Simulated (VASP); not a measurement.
Runs of VASP 6.6.1 on Cu3H. The structure is that of space group Pm-3n (No. 223), or close to it. The cells are those of the table. 

```tsv
task	cell	k mesh	cutoff (eV)	gap on the mesh (eV)	pressure (GPa)	relaxed volume (Å³/atom)
relaxation of cell and atoms	relaxed from a = 4.270 Å, 8 atoms	4 × 4 × 4	600	none	0.2	(a)
single point	a = 4.460 Å, 8 atoms	8 × 8 × 8	520	none	0.3	-
single point	a = 4.270 Å, 8 atoms	4 × 4 × 4	520	none	(b)	-
single point	a = 4.456 Å, 8 atoms	4 × 4 × 4	520	none	0.6	-
relaxation of cell and atoms	relaxed from a = 4.456 Å, 8 atoms	8 × 8 × 8	600	none	0.0	11.15
```

Alike in all rows: level PBE; potentials or basis VASP PAW PBE potentials, release 64 (Cu, H); no spin polarisation; smearing gaussian 0.1 eV.

**Question.** Estimate the missing entries.

**Answer.** (a) 11.11; (b) 19.7.

Caveats: some runs use coarse meshes.

A gap of «none» marks levels without a gap at the run's occupations.
